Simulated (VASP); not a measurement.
# Te3Pb4Se (P4/mmm) in VASP: single point with PBE

Aim: the single point of Te3Pb4Se with PBE.

All numbers are computed with VASP 6.6.1; they aren't measurements. Logs are shortened: lines on timing, memory, paths and dates and some standing lists are left out, and cuts for length are marked.

**1. The cell of the first run**

Symmetry: P4/mmm, No. 123, tetragonal system. The conventional cell has a = 4.489 Å, b = 4.489 Å, c = 12.698 Å, α = 90.00°, β = 90.00°, γ = 90.00°. Within 4.2 Å of Te (site symmetry 4/mmm) lie 6 Pb at 3.17 Å. Te (site symmetry 4mm) has 6 Pb at 3.17 Å within 4.2 Å. Pb (site symmetry 4mm) has 5 Te at 3.17 Å and 1 Se at 3.17 Å within 4.2 Å. Within 4.2 Å of Pb (site symmetry 4/mmm) lie 6 Te at 3.17 Å. Within 4.2 Å of Pb (site symmetry 4/mmm) lie 4 Se at 3.17 Å and 2 Te at 3.17 Å. Se (site symmetry 4/mmm) has 6 Pb at 3.17 Å within 4.2 Å.

**2. Single point, PBE**

The input, INCAR:

```
SYSTEM = Te3Pb4Se
  PREC = Accurate
  ENCUT = 520
  EDIFF = 1E-6
  ISMEAR = 0
  SIGMA = 0.1
  LREAL = .FALSE.
  LASPH = .TRUE.
  NELM = 80
  ALGO = Normal
  ISIF = 2
  LWAVE = .FALSE.
  LCHARG = .FALSE.
  GGA = PE
  NBANDS = 50
```

The input, KPOINTS:

```
Automatic mesh
0
G
  4 4 2
  0 0 0
```

The input, POSCAR:

```
Te3Pb4Se
1.0
    4.4893954500      0.0000000000      0.0000000000
    0.0000000000      4.4893954500      0.0000000000
    0.0000000000      0.0000000000     12.6979278700
Te Pb Se
3 4 1
Direct
    0.0000000000      0.0000000000      0.0000000000
    0.5000000000      0.5000000000      0.2500000000
    0.5000000000      0.5000000000      0.7500000000
    0.0000000000      0.0000000000      0.7500000000
    0.5000000000      0.5000000000      0.0000000000
    0.0000000000      0.0000000000      0.2500000000
    0.5000000000      0.5000000000      0.5000000000
    0.0000000000      0.0000000000      0.5000000000
```

Potentials or basis: VASP PAW PBE potentials, release 64 (Te, Pb_d, Se).

The run is started by

```
cat potpaw_PBE.64/Te/POTCAR potpaw_PBE.64/Pb_d/POTCAR potpaw_PBE.64/Se/POTCAR > POTCAR
mpirun -np 1 vasp_std > vasp.out
```

OUTCAR:

```text
SYSTEM = Te3Pb4Se
   PREC = Accurate
   ENCUT = 520
   EDIFF = 1E-6
   ISMEAR = 0
   LREAL = .FALSE.
   LASPH = .TRUE.
   NELM = 80
   ISIF = 2
   GGA = PE

 ion  position               nearest neighbor table
   1  0.000  0.000  0.000-   5 3.17   5 3.17   5 3.17   5 3.17   6 3.17   4 3.17
   2  0.500  0.500  0.250-   6 3.17   6 3.17   6 3.17   6 3.17   7 3.17   5 3.17
   3  0.500  0.500  0.750-   4 3.17   4 3.17   4 3.17   4 3.17   7 3.17   5 3.17
   4  0.000  0.000  0.750-   3 3.17   3 3.17   3 3.17   3 3.17   8 3.17   1 3.17
   5  0.500  0.500  0.000-   1 3.17   1 3.17   1 3.17   1 3.17   3 3.17   2 3.17
   6  0.000  0.000  0.250-   2 3.17   2 3.17   2 3.17   2 3.17   8 3.17   1 3.17
   7  0.500  0.500  0.500-   8 3.17   8 3.17   8 3.17   8 3.17   2 3.17   3 3.17
   8  0.000  0.000  0.500-   7 3.17   7 3.17   7 3.17   7 3.17   4 3.17   6 3.17

  LATTYP: Found a simple tetragonal cell.
 ALAT       =     4.4893954500
 C/A-ratio  =     2.8284271260

  Lattice vectors:

 A1 = (   4.4893954500,   0.0000000000,   0.0000000000)
 A2 = (   0.0000000000,   4.4893954500,   0.0000000000)
 A3 = (   0.0000000000,   0.0000000000,  12.6979278700)

Analysis of symmetry for initial positions (statically):
=====================================================================
 Subroutine PRICEL returns:
 Original cell was already a primitive cell.

 Routine SETGRP: Setting up the symmetry group for a
 simple tetragonal supercell.

 Subroutine GETGRP returns: Found 16 space group operations
 (whereof 16 operations were pure point group operations)
 out of a pool of 16 trial point group operations.

The static configuration has the point symmetry D_4h.

Analysis of symmetry for dynamics (positions and initial velocities):
=====================================================================
 Subroutine PRICEL returns:
 Original cell was already a primitive cell.

 Routine SETGRP: Setting up the symmetry group for a
 simple tetragonal supercell.

 Subroutine GETGRP returns: Found 16 space group operations
 (whereof 16 operations were pure point group operations)
 out of a pool of 16 trial point group operations.

The dynamic configuration has the point symmetry D_4h.

 Subroutine INISYM returns: Found 16 space group operations
 (whereof 16 operations are pure point group operations),
 and found     1 'primitive' translations

----------------------------------------------------------------------------------------

                                     Primitive cell

  volume of cell :     255.9226

  direct lattice vectors                    reciprocal lattice vectors
     4.489395450  0.000000000  0.000000000     0.222747141  0.000000000  0.000000000
     0.000000000  4.489395450  0.000000000     0.000000000  0.222747141  0.000000000
     0.000000000  0.000000000 12.697927870     0.000000000  0.000000000  0.078753007

  length of vectors
     4.489395450  4.489395450 12.697927870     0.222747141  0.222747141  0.078753007

  position of ions in fractional coordinates (direct lattice)
     0.000000000  0.000000000  0.000000000
     0.500000000  0.500000000  0.250000000
     0.500000000  0.500000000  0.750000000
     0.000000000  0.000000000  0.750000000
     0.500000000  0.500000000  0.000000000
     0.000000000  0.000000000  0.250000000
     0.500000000  0.500000000  0.500000000
     0.000000000  0.000000000  0.500000000

  ion indices of the primitive-cell ions
   primitive index   ion index
                 1           1
                 2           2
                 3           3
                 4           4
                 5           5
                 6           6
                 7           7
                 8           8

----------------------------------------------------------------------------------------

 KPOINTS: Automatic mesh

Automatic generation of k-mesh.
 Grid dimensions read from file:
 generate k-points for:    4    4    2

 Generating k-lattice:

  Cartesian coordinates                     Fractional coordinates (reciprocal lattice)
     0.055686785  0.000000000  0.000000000     0.250000000  0.000000000  0.000000000
     0.000000000  0.055686785  0.000000000     0.000000000  0.250000000  0.000000000
     0.000000000  0.000000000  0.039376503     0.000000000  0.000000000  0.500000000

  Length of vectors
     0.055686785  0.055686785  0.039376503

  Shift w.r.t. Gamma in fractional coordinates (k-lattice)
     0.000000000  0.000000000  0.000000000

 Subroutine IBZKPT returns following result:
 ===========================================

 Found     12 irreducible k-points:

 Following reciprocal coordinates:
            Coordinates               Weight
  0.000000  0.000000  0.000000      1.000000
  0.250000  0.000000  0.000000      4.000000
  0.500000  0.000000  0.000000      2.000000
  0.250000  0.250000  0.000000      4.000000
  0.500000  0.250000  0.000000      4.000000
  0.500000  0.500000  0.000000      1.000000
  0.000000  0.000000  0.500000      1.000000
  0.250000  0.000000  0.500000      4.000000
  0.500000  0.000000  0.500000      2.000000
  0.250000  0.250000  0.500000      4.000000
  0.500000  0.250000  0.500000      4.000000
  0.500000  0.500000  0.500000      1.000000
   k-points           NKPTS =     12   k-points in BZ     NKDIM =     12   number of bands    NBANDS=     50
   number of dos      NEDOS =    301   number of ions     NIONS =      8
   total plane-waves  NPLWV = 124416
   dimension x,y,z NGX =    36 NGY =   36 NGZ =   96
   dimension x,y,z NGXF=    72 NGYF=   72 NGZF=  192
   ions per type =               3   4   1
   NGX,Y,Z   is equivalent  to a cutoff of  13.33, 13.33, 12.57 a.u.
   NGXF,Y,Z  is equivalent  to a cutoff of  26.66, 26.66, 25.14 a.u.
 SYSTEM =  Te3Pb4Se
   PREC   = accura    normal or accurate (medium, high low for compatibility)
   ISTART =      0    job   : 0-new  1-cont  2-samecut
   ICHARG =      2    charge: 1-file 2-atom 10-const
   ISPIN  =      1    spin polarized calculation?
   LNONCOLLINEAR =      F non collinear calculations
   LSORBIT =      F    spin-orbit coupling
   LASPH  =      T    aspherical Exc in radial PAW
   ENCUT  =  520.0 eV  38.22 Ry    6.18 a.u.   8.35  8.35 23.61*2*pi/ulx,y,z
   NELM   =     80;   NELMIN=  2; NELMDL= -5     # of ELM steps
   EDIFF  = 0.1E-05   stopping-criterion for ELM
   LREAL  =      F    real-space projection
   EDIFFG = 0.1E-04   stopping-criterion for IOM
   NSW    =      0    number of steps for IOM
   IBRION =     -1    ionic relax: 0-MD 1-quasi-New 2-CG
   NFREE  =      0    steps in history (QN), initial steepest desc. (CG)
   ISIF   =      2    stress and relaxation
   ISYM   =      2    0-nonsym 1-usesym 2-fastsym
   POTIM  = 0.5000    time-step for ionic-motion
   TEBEG  =    0.0;   TEEND  =   0.0 temperature during run
   PSTRESS=    0.0 pullay stress
   NELECT =      80.0000    total number of electrons
   NUPDOWN=      -1.0000    fix difference up-down
   EMIN   =  10.00;   EMAX   =-10.00  energy-range for DOS
   EFERMI =   0.00;   METHOD = LEGACY
   ISMEAR =     0;   SIGMA  =   0.10  broadening in eV -4-tet -1-fermi 0-gaus
   EFERMI_NEDOS =   21; number of points for ismear=-14 and -15
   IALGO  =     38    algorithm
   IMIX   =      4    mixing-type and parameters
     AMIX     =   0.40;   BMIX     =  1.00
     AMIX_MAG =   1.60;   BMIX_MAG =  1.00
  volume/ion in A,a.u.               =      31.99       215.88
  Fermi-wavevector in a.u.,A,eV,Ry     =   1.111054  2.099588 16.795600  1.234442
  Thomas-Fermi vector in A             =   2.247613
   LORBIT       =      0    0 simple, 1 ext, 2 COOP (PROOUT), +10 PAW based schemes
   GGA     = PE    functional components
   LHFCALC =     F    Hartree Fock is set to
   AEXX    =    0.0000 exact exchange contribution
   IVDW    =     0    specifies the selected vdW correction
   LEPSILON=     F    determine dielectric tensor
   LRPA    =     F    only Hartree local field effects (RPA)
 non-spin polarized calculation
 Gauss-broadening in eV      SIGMA  =   0.10
  energy-cutoff  :      520.00
  volume of cell :      255.92
 maximum number of plane-waves:      6936
 NGX is ok and might be reduce to    36
   NGX = 17   NGY = 17   NGZ = 47

 number of electron      80.0000006 magnetization

 Free energy of the ion-electron system (eV)
  ---------------------------------------------------
  ext. energy  EPLUGINS =         0.00000000
  ---------------------------------------------------
  free energy    TOTEN  =       -30.40634446 eV

  energy without entropy =      -30.40609447  energy(sigma->0) =      -30.40621946

 E-fermi :   5.9100     XC(G=0):  -9.4180

 val. band max:        5.7249079176   @ k =   0.5000   0.0000   0.0000
 cond. band min:       6.0931178631   @ k =   0.5000   0.0000   0.0000
 fundamental gap:      0.3682099455
 Fermi energy:         5.9099957437

 k-point     1 :       0.0000    0.0000    0.0000
  band No.  band energies     occupation
      1     -11.1768      2.00000
      2     -11.1390      2.00000
      3     -11.1154      2.00000
      4     -11.1046      2.00000
      5     -11.1034      2.00000
      6     -11.0938      2.00000
[... 42 lines left out ...]
     49      10.1217      0.00000
     50      10.1256      0.00000

 k-point     2 :       0.2500    0.0000    0.0000
  band No.  band energies     occupation
      1     -11.1572      2.00000
      2     -11.1311      2.00000
      3     -11.1156      2.00000
      4     -11.1076      2.00000
      5     -11.1040      2.00000
      6     -11.0986      2.00000
[... 42 lines left out ...]
     49       9.2508      0.00000
     50       9.5496      0.00000

 k-point     3 :       0.5000    0.0000    0.0000
  band No.  band energies     occupation
      1     -11.1326      2.00000
      2     -11.1263      2.00000
      3     -11.1241      2.00000
      4     -11.1161      2.00000
      5     -11.1092      2.00000
      6     -11.1080      2.00000
[... 466 lines left out ...]
     49      10.0000      0.00000
     50      10.2007      0.00000

 k-point    12 :       0.5000    0.5000    0.5000
  band No.  band energies     occupation
      1     -11.1784      2.00000
      2     -11.1693      2.00000
      3     -11.1691      2.00000
      4     -11.1394      2.00000
      5     -11.0993      2.00000
      6     -11.0981      2.00000
[... 42 lines left out ...]
     49      10.9700      0.00000
     50      10.9700      0.00000

------------------------ aborting loop because EDIFF is reached ----------------------------------------

  FORCE on cell =-STRESS in cart. coord.  units (eV):
  Direction    XX          YY          ZZ          XY          YZ          ZX
  --------------------------------------------------------------------------------------
  -------------------------------------------------------------------------------------
  Total        4.8906029      4.8906029      4.8021055      0.0000000      0.0000000      0.0000000
  in kB       30.6171246     30.6171246     30.0630959      0.0000000      0.0000000      0.0000000
  external PRESSURE =      30.4324484 kB  Pullay stress =       0.0000000 kB

 VOLUME and BASIS-vectors are now :
 -----------------------------------------------------------------------------
  energy-cutoff  :      520.00
  volume of cell :      255.92
      direct lattice vectors                 reciprocal lattice vectors
     4.489395450  0.000000000  0.000000000     0.222747141  0.000000000  0.000000000
     0.000000000  4.489395450  0.000000000     0.000000000  0.222747141  0.000000000
     0.000000000  0.000000000 12.697927870     0.000000000  0.000000000  0.078753007

 POSITION                                       TOTAL-FORCE (eV/Angst)
 -----------------------------------------------------------------------------------
      0.00000      0.00000      0.00000         0.000000      0.000000     -0.000000
      2.24470      2.24470      3.17448        -0.000000     -0.000000     -0.004634
      2.24470      2.24470      9.52345         0.000000      0.000000      0.004634
      0.00000      0.00000      9.52345         0.000000      0.000000     -0.369516
      2.24470      2.24470      0.00000         0.000000      0.000000     -0.000000
      0.00000      0.00000      3.17448         0.000000      0.000000      0.369516
      2.24470      2.24470      6.34896         0.000000      0.000000     -0.000000
      0.00000      0.00000      6.34896         0.000000      0.000000     -0.000000
 -----------------------------------------------------------------------------------
    total drift:                                0.000000      0.000000      0.000000

  FREE ENERGIE OF THE ION-ELECTRON SYSTEM (eV)
  ---------------------------------------------------
  free  energy   TOTEN  =       -30.4063444577 eV

  energy  without entropy=      -30.4060944674  energy(sigma->0) =      -30.40621946
```

It took 2.7 min on 1 thread of Intel Xeon Platinum 8488C (Sapphire Rapids), shared host; peak memory 0.42 GiB.

Results:

```yaml
Free_energy: -30.4063 eV
Pressure: 3.0 GPa
Largest_force: 0.370 eV/Å
Band_gap_on_the_k_mesh: 0.37 eV
```

Forces in eV/Å, atoms in the order of the input:
```
Te   0.000  0.000  0.000
Te   0.000  0.000 -0.005
Te   0.000  0.000  0.005
Pb   0.000  0.000 -0.370
Pb   0.000  0.000  0.000
Pb   0.000  0.000  0.370
Pb   0.000  0.000  0.000
Se   0.000  0.000  0.000
```

Levels at points of the mesh, in eV from the valence-band top:
```csv
k point,band 38,band 39,band 40,band 41,band 42,band 43
"(0.00, 0.00, 0.00)",-1.55,-1.53,-1.52,2.44,2.61,3.19
"(0.50, 0.00, 0.00)",-0.68,-0.05,0.00,0.37,0.75,1.19
"(0.50, 0.50, 0.00)",-2.95,-0.62,-0.40,1.63,1.70,3.25
"(0.00, 0.00, 0.50)",-1.79,-0.78,-0.67,2.22,2.30,3.26
"(0.50, 0.00, 0.50)",-0.54,-0.50,-0.43,0.97,1.12,1.20
"(0.50, 0.50, 0.50)",-2.04,-2.01,-1.97,3.32,3.61,3.61
```

Caveat: the cell stands under pressure; spin-orbit coupling is left out, which moves the levels of the heavy elements. A k mesh can miss the band edges.
